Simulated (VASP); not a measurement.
# Ge2Sb2Te5 (Cm) in VASP: further runs

Ge2Sb2Te5 is run at these levels: PBE; tasks: single point.

Program: VASP 6.6.1. These are calculated values, not measurements. Logs are shortened: lines on timing, memory, paths and dates and some standing lists are left out, and cuts for length are marked.

### Step 1. The cell of the first run

The structure is monoclinic, space group Cm (No. 8). Conventional cell: a = 13.678 Å, b = 6.132 Å, c = 9.672 Å, α = 90.00°, β = 134.93°, γ = 90.00°. Within 3.8 Å of Te (site symmetry m) lie 2 Ge at 2.85 to 3.19 Å and 3 Sb at 3.07 to 3.14 Å. Te (site symmetry m) has 2 Sb at 2.95 to 3.20 Å and 3 Ge at 3.07 to 3.08 Å within 3.9 Å. Te (site symmetry m) has 3 Ge at 2.82 to 3.07 Å and 2 Sb at 3.14 to 3.19 Å within 3.7 Å. Te (site symmetry m) has 2 Ge at 2.95 to 3.00 Å and 2 Sb at 3.02 to 3.06 Å within 3.9 Å. Within 3.9 Å of Te (site symmetry m) lie 3 Sb at 2.98 to 3.07 Å and 2 Ge at 3.05 to 3.20 Å. Sb (site symmetry m) has 6 Te at 2.95 to 3.19 Å within 3.9 Å. Sb (site symmetry m) has 6 Te at 2.98 to 3.20 Å within 3.9 Å. Within 3.7 Å of Ge (site symmetry m) lie 6 Te at 2.82 to 3.19 Å.

### Step 2. Single point, PBE

INCAR reads:

```
PREC = Accurate
ENCUT = 520
EDIFF = 1E-6
ISMEAR = 0
SIGMA = 0.013000000000000001
LREAL = False
LASPH = True
NELM = 100
ALGO = Normal
ISIF = 2
LWAVE = False
LCHARG = True
GGA = PE
LELF = True
LVHAR = True
NBANDS = 44
```

KPOINTS reads:

```
regular mesh
0
Gamma
  5 5 4
```

POSCAR reads:

```
Ge2Sb2Te5
1.0
    6.8391360000     -3.0660060000      0.0000000000
    6.8391360000      3.0660060000      0.0000000000
   -6.8309770000      0.0000000000      6.8476090000
Te Sb Ge
5 2 2
Direct
    0.5947020000      0.5947020000      0.3864330000
    0.7952880000      0.7952880000      0.1961120000
    0.0083240000      0.0083240000      0.0064350000
    0.2065190000      0.2065190000      0.8098030000
    0.3999590000      0.3999590000      0.5971180000
    0.9017080000      0.9017080000      0.5878730000
    0.1118700000      0.1118700000      0.4173520000
    0.2842870000      0.2842870000      0.1878300000
    0.4973430000      0.4973430000      0.0110440000
```

Potentials or basis: VASP PAW PBE potentials, release 64 (Te, Sb, Ge_d).

On the command line:

```console
$ cat potpaw_PBE.64/Te/POTCAR potpaw_PBE.64/Sb/POTCAR potpaw_PBE.64/Ge_d/POTCAR > POTCAR
$ mpirun -np 1 vasp_std > vasp.out
```

OUTCAR:

```text
PREC = Accurate
   ENCUT = 520
   EDIFF = 1E-6
   ISMEAR = 0
   LREAL = False
   LASPH = True
   NELM = 100
   ISIF = 2
   GGA = PE

 ion  position               nearest neighbor table
   1  0.595  0.595  0.386-   9 2.85   7 3.07   7 3.07   6 3.14   8 3.19
   2  0.795  0.795  0.196-   6 2.95   8 3.07   8 3.07   9 3.08   7 3.20
   3  0.008  0.008  0.006-   8 2.82   9 3.07   9 3.07   7 3.14   6 3.19
   4  0.207  0.207  0.810-   9 2.95   8 3.00   7 3.02   6 3.06
   5  0.400  0.400  0.597-   7 2.98   8 3.05   6 3.07   6 3.07   9 3.20
   6  0.902  0.902  0.588-   2 2.95   4 3.06   5 3.07   5 3.07   1 3.14   3 3.19
   7  0.112  0.112  0.417-   5 2.98   4 3.02   1 3.07   1 3.07   3 3.14   2 3.20
   8  0.284  0.284  0.188-   3 2.82   4 3.00   5 3.05   2 3.07   2 3.07   1 3.19
   9  0.497  0.497  0.011-   1 2.85   4 2.95   3 3.07   3 3.07   2 3.08   5 3.20

  LATTYP: Found a base centered monoclinic cell.
 ALAT       =    13.6782720000
 B/A-ratio  =     0.4483031190
 C/A-ratio  =     0.7071235363
 COS(beta)  =    -0.7062464773

  Lattice vectors:

 A1 = (   6.8391360000,  -3.0660060000,   0.0000000000)
 A2 = (   6.8391360000,   3.0660060000,   0.0000000000)
 A3 = (  -6.8309770000,   0.0000000000,   6.8476090000)

Analysis of symmetry for initial positions (statically):
=====================================================================
 Subroutine PRICEL returns:
 Original cell was already a primitive cell.

 Routine SETGRP: Setting up the symmetry group for a
 base centered monoclinic supercell.

 Subroutine GETGRP returns: Found  2 space group operations
 (whereof  2 operations were pure point group operations)
 out of a pool of  4 trial point group operations.

The static configuration has the point symmetry C_1h.

Analysis of symmetry for dynamics (positions and initial velocities):
=====================================================================
 Subroutine PRICEL returns:
 Original cell was already a primitive cell.

 Routine SETGRP: Setting up the symmetry group for a
 base centered monoclinic supercell.

 Subroutine GETGRP returns: Found  2 space group operations
 (whereof  2 operations were pure point group operations)
 out of a pool of  4 trial point group operations.

The dynamic configuration has the point symmetry C_1h.

 Subroutine INISYM returns: Found  2 space group operations
 (whereof  2 operations are pure point group operations),
 and found     1 'primitive' translations

----------------------------------------------------------------------------------------

                                     Primitive cell

  volume of cell :     287.1727

  direct lattice vectors                    reciprocal lattice vectors
     6.839136000 -3.066006000  0.000000000     0.073108650 -0.163078611  0.072931078
     6.839136000  3.066006000  0.000000000     0.073108650  0.163078611  0.072931078
    -6.830977000  0.000000000  6.847609000     0.000000000  0.000000000  0.146036376

  length of vectors
     7.494943230  7.494943230  9.672228068     0.193024481  0.193024481  0.146036376

  position of ions in fractional coordinates (direct lattice)
     0.594702000  0.594702000  0.386433000
     0.795288000  0.795288000  0.196112000
     0.008324000  0.008324000  0.006435000
     0.206519000  0.206519000  0.809803000
     0.399959000  0.399959000  0.597118000
     0.901708000  0.901708000  0.587873000
     0.111870000  0.111870000  0.417352000
     0.284287000  0.284287000  0.187830000
     0.497343000  0.497343000  0.011044000

  ion indices of the primitive-cell ions
   primitive index   ion index
                 1           1
                 2           2
                 3           3
                 4           4
                 5           5
                 6           6
                 7           7
                 8           8
                 9           9

----------------------------------------------------------------------------------------

 KPOINTS: regular mesh

Automatic generation of k-mesh.
 Grid dimensions read from file:
 generate k-points for:    5    5    4

 Generating k-lattice:

  Cartesian coordinates                     Fractional coordinates (reciprocal lattice)
     0.014621730 -0.032615722  0.014586216     0.200000000  0.000000000 -0.000000000
     0.014621730  0.032615722  0.014586216     0.000000000  0.200000000 -0.000000000
     0.000000000  0.000000000  0.036509094     0.000000000  0.000000000  0.250000000

  Length of vectors
     0.038604896  0.038604896  0.036509094

  Shift w.r.t. Gamma in fractional coordinates (k-lattice)
     0.000000000  0.000000000  0.000000000

 Subroutine IBZKPT returns following result:
 ===========================================

 Found     33 irreducible k-points:

 Following reciprocal coordinates:
            Coordinates               Weight
  0.000000  0.000000  0.000000      1.000000
  0.200000 -0.000000  0.000000      4.000000
  0.400000 -0.000000 -0.000000      4.000000
  0.200000  0.200000  0.000000      2.000000
  0.400000  0.200000  0.000000      4.000000
 -0.400000  0.200000 -0.000000      4.000000
[... 16 lines left out ...]
 -0.200000 -0.400000  0.250000      4.000000
 -0.200000 -0.200000  0.250000      2.000000
 [... further k-points ...]
   k-points           NKPTS =     33   k-points in BZ     NKDIM =     33   number of bands    NBANDS=     44
   number of dos      NEDOS =    301   number of ions     NIONS =      9
   total plane-waves  NPLWV = 225792
   dimension x,y,z NGX =    56 NGY =   56 NGZ =   72
   dimension x,y,z NGXF=   112 NGYF=  112 NGZF=  144
   ions per type =               5   2   2
   NGX,Y,Z   is equivalent  to a cutoff of  12.42, 12.42, 12.38 a.u.
   NGXF,Y,Z  is equivalent  to a cutoff of  24.84, 24.84, 24.75 a.u.
 SYSTEM =  unknown system
   PREC   = accura    normal or accurate (medium, high low for compatibility)
   ISTART =      0    job   : 0-new  1-cont  2-samecut
   ICHARG =      2    charge: 1-file 2-atom 10-const
   ISPIN  =      1    spin polarized calculation?
   LNONCOLLINEAR =      F non collinear calculations
   LSORBIT =      F    spin-orbit coupling
   LASPH  =      T    aspherical Exc in radial PAW
   ENCUT  =  520.0 eV  38.22 Ry    6.18 a.u.  13.94 13.94 17.98*2*pi/ulx,y,z
   NELM   =    100;   NELMIN=  2; NELMDL= -5     # of ELM steps
   EDIFF  = 0.1E-05   stopping-criterion for ELM
   LREAL  =      F    real-space projection
   EDIFFG = 0.1E-04   stopping-criterion for IOM
   NSW    =      0    number of steps for IOM
   IBRION =     -1    ionic relax: 0-MD 1-quasi-New 2-CG
   NFREE  =      0    steps in history (QN), initial steepest desc. (CG)
   ISIF   =      2    stress and relaxation
   ISYM   =      2    0-nonsym 1-usesym 2-fastsym
   POTIM  = 0.5000    time-step for ionic-motion
   TEBEG  =    0.0;   TEEND  =   0.0 temperature during run
   PSTRESS=    0.0 pullay stress
   NELECT =      68.0000    total number of electrons
   NUPDOWN=      -1.0000    fix difference up-down
   EMIN   =  10.00;   EMAX   =-10.00  energy-range for DOS
   EFERMI =   0.00;   METHOD = LEGACY
   ISMEAR =     0;   SIGMA  =   0.01  broadening in eV -4-tet -1-fermi 0-gaus
   EFERMI_NEDOS =   21; number of points for ismear=-14 and -15
   IALGO  =     38    algorithm
   IMIX   =      4    mixing-type and parameters
     AMIX     =   0.40;   BMIX     =  1.00
     AMIX_MAG =   1.60;   BMIX_MAG =  1.00
  volume/ion in A,a.u.               =      31.91       215.33
  Fermi-wavevector in a.u.,A,eV,Ry     =   1.012815  1.913943 13.956774  1.025794
  Thomas-Fermi vector in A             =   2.145947
   LORBIT       =      0    0 simple, 1 ext, 2 COOP (PROOUT), +10 PAW based schemes
   GGA     = PE    functional components
   LHFCALC =     F    Hartree Fock is set to
   AEXX    =    0.0000 exact exchange contribution
   IVDW    =     0    specifies the selected vdW correction
   LEPSILON=     F    determine dielectric tensor
   LRPA    =     F    only Hartree local field effects (RPA)
 non-spin polarized calculation
 Gauss-broadening in eV      SIGMA  =   0.01
  energy-cutoff  :      520.00
  volume of cell :      287.17
 maximum number of plane-waves:      7768
   NGX = 27   NGY = 27   NGZ = 35

 number of electron      68.0000002 magnetization

 Free energy of the ion-electron system (eV)
  ---------------------------------------------------
  ext. energy  EPLUGINS =         0.00000000
  ---------------------------------------------------
  free energy    TOTEN  =       -33.57944900 eV

  energy without entropy =      -33.57944900  energy(sigma->0) =      -33.57944900

 E-fermi :   5.3412     XC(G=0):  -9.1312

 val. band max:        5.2056608094   @ k =  -0.2000   0.4000   0.2500
 cond. band min:       5.4589763830   @ k =  -0.4000   0.2000  -0.0000
 fundamental gap:      0.2533155736
 Fermi energy:         5.3412001477

 k-point     1 :       0.0000    0.0000    0.0000
  band No.  band energies     occupation
      1     -19.3986      2.00000
      2     -19.3915      2.00000
      3     -19.3883      2.00000
      4     -19.3838      2.00000
      5     -19.3829      2.00000
      6     -19.3822      2.00000
[... 36 lines left out ...]
     43       9.8620      0.00000
     44      10.0025      0.00000

 k-point     2 :       0.2000   -0.0000    0.0000
  band No.  band energies     occupation
      1     -19.3985      2.00000
      2     -19.3915      2.00000
      3     -19.3883      2.00000
      4     -19.3838      2.00000
      5     -19.3829      2.00000
      6     -19.3822      2.00000
[... 36 lines left out ...]
     43       9.1312      0.00000
     44       9.4905      0.00000

 k-point     3 :       0.4000   -0.0000   -0.0000
  band No.  band energies     occupation
      1     -19.3985      2.00000
      2     -19.3915      2.00000
      3     -19.3882      2.00000
      4     -19.3838      2.00000
      5     -19.3830      2.00000
      6     -19.3822      2.00000
[... 976 lines left out ...]
     43       8.9778      0.00000
     44       9.2224      0.00000

 k-point    24 :      -0.2000   -0.2000    0.2500
  band No.  band energies     occupation
      1     -19.3986      2.00000
      2     -19.3915      2.00000
      3     -19.3883      2.00000
      4     -19.3838      2.00000
      5     -19.3829      2.00000
      6     -19.3822      2.00000
[... 36 lines left out ...]
     43       9.6471      0.00000
     44       9.9414      0.00000

 [... further k-points ...]

------------------------ aborting loop because EDIFF is reached ----------------------------------------

  FORCE on cell =-STRESS in cart. coord.  units (eV):
  Direction    XX          YY          ZZ          XY          YZ          ZX
  --------------------------------------------------------------------------------------
  -------------------------------------------------------------------------------------
  Total        0.1924749     -0.7040007      0.0054909      0.0000000      0.0000000     -0.1661113
  in kB        1.0738448     -3.9277198      0.0306343      0.0000000      0.0000000     -0.9267583
  external PRESSURE =      -0.9410802 kB  Pullay stress =       0.0000000 kB

 VOLUME and BASIS-vectors are now :
 -----------------------------------------------------------------------------
  energy-cutoff  :      520.00
  volume of cell :      287.17
      direct lattice vectors                 reciprocal lattice vectors
     6.839136000 -3.066006000  0.000000000     0.073108650 -0.163078611  0.072931078
     6.839136000  3.066006000  0.000000000     0.073108650  0.163078611  0.072931078
    -6.830977000  0.000000000  6.847609000     0.000000000  0.000000000  0.146036376

 POSITION                                       TOTAL-FORCE (eV/Angst)
 -----------------------------------------------------------------------------------
      5.49478      0.00000      2.64614         0.016096      0.000000      0.077643
      9.53853      0.00000      1.34290         0.003603      0.000000     -0.036307
      0.06990      0.00000      0.04406        -0.011301      0.000000      0.020473
     -2.70692      0.00000      5.54521         0.049168      0.000000     -0.050713
      1.39185      0.00000      4.08883         0.104826      0.000000     -0.007549
      8.31806      0.00000      4.02552         0.043926      0.000000     -0.116496
     -1.32073      0.00000      2.85786        -0.043352      0.000000      0.048891
      2.60549      0.00000      1.28619        -0.185843      0.000000     -0.029748
      6.72735      0.00000      0.07562         0.022876      0.000000      0.093806
 -----------------------------------------------------------------------------------
    total drift:                               -0.000733     -0.000000      0.001101

  FREE ENERGIE OF THE ION-ELECTRON SYSTEM (eV)
  ---------------------------------------------------
  free  energy   TOTEN  =       -33.5794490009 eV

  energy  without entropy=      -33.5794490009  energy(sigma->0) =      -33.57944900
```

Wall time 7.9 min (1 thread of Intel Xeon Platinum 8488C (Sapphire Rapids), shared host); peak memory 0.72 GiB.

What came out:

```
Free energy            : -33.5794 eV
Pressure               : -0.1 GPa
Largest force          : 0.188 eV/Å
Band gap on the k mesh : 0.25 eV (least direct gap 0.32 eV)
```

Forces in eV/Å, atoms in the order of the input:
```
Te   0.016  0.000  0.078
Te   0.004  0.000 -0.036
Te  -0.011  0.000  0.020
Te   0.049  0.000 -0.051
Te   0.105  0.000 -0.008
Sb   0.044  0.000 -0.116
Sb  -0.043  0.000  0.049
Ge  -0.186  0.000 -0.030
Ge   0.023  0.000  0.094
```

Caveat: spin-orbit coupling is left out, which moves the levels of the heavy elements; an odd mesh through Γ misses points on the zone boundary, where band edges can lie.

### Step 3. Single point, PBE

INCAR reads:

```
SYSTEM = Ge2Sb2Te5
PREC = Accurate ; ENCUT = 520
EDIFF = 1E-6 ; ISMEAR = 0
SIGMA = 0.014 ; LREAL = .False.
LASPH = .True. ; NELM = 100
ALGO = Normal ; ISIF = 2
LWAVE = .False. ; LCHARG = .False.
GGA = PE ; NBANDS = 44
```

KPOINTS reads:

```
regular mesh
0
Gamma
  5 5 4
  0 0 0
```

POSCAR is that of step 2.

Potentials or basis: VASP PAW PBE potentials, release 64 (Te, Sb, Ge_d).

On the command line:

```console
$ cat potpaw_PBE.64/Te/POTCAR potpaw_PBE.64/Sb/POTCAR potpaw_PBE.64/Ge_d/POTCAR > POTCAR
$ mpirun -np 1 vasp_std > vasp.out
```

Wall time 7.8 min (1 thread of Intel Xeon Platinum 8488C (Sapphire Rapids), shared host); peak memory 0.72 GiB.

Results (log left out):

```
Free energy            : -33.5794 eV
Pressure               : -0.1 GPa
Largest force          : 0.188 eV/Å
Band gap on the k mesh : 0.25 eV (least direct gap 0.32 eV)
```

Forces on the atoms (eV/Å):
```
Te   0.016  0.000  0.078
Te   0.004  0.000 -0.036
Te  -0.011  0.000  0.020
Te   0.049  0.000 -0.051
Te   0.105  0.000 -0.008
Sb   0.044  0.000 -0.116
Sb  -0.043  0.000  0.049
Ge  -0.186  0.000 -0.030
Ge   0.023  0.000  0.094
```

Stress tensor (GPa, compression positive):
```
 0.11  0.00 -0.09
 0.00 -0.39  0.00
-0.09  0.00  0.00
```

Levels at points of the mesh, in eV from the valence-band top:
| k point | band 32 | band 33 | band 34 | band 35 | band 36 | band 37 |
| --- | --- | --- | --- | --- | --- | --- |
| (0.00, 0.00, 0.00) | -0.48 | -0.40 | -0.39 | 1.06 | 1.36 | 2.45 |
| (0.00, 0.00, 0.50) | -0.68 | -0.60 | -0.28 | 0.71 | 1.48 | 1.85 |

Caveat: spin-orbit coupling is left out, which moves the levels of the heavy elements; an odd mesh through Γ misses points on the zone boundary, where band edges can lie.
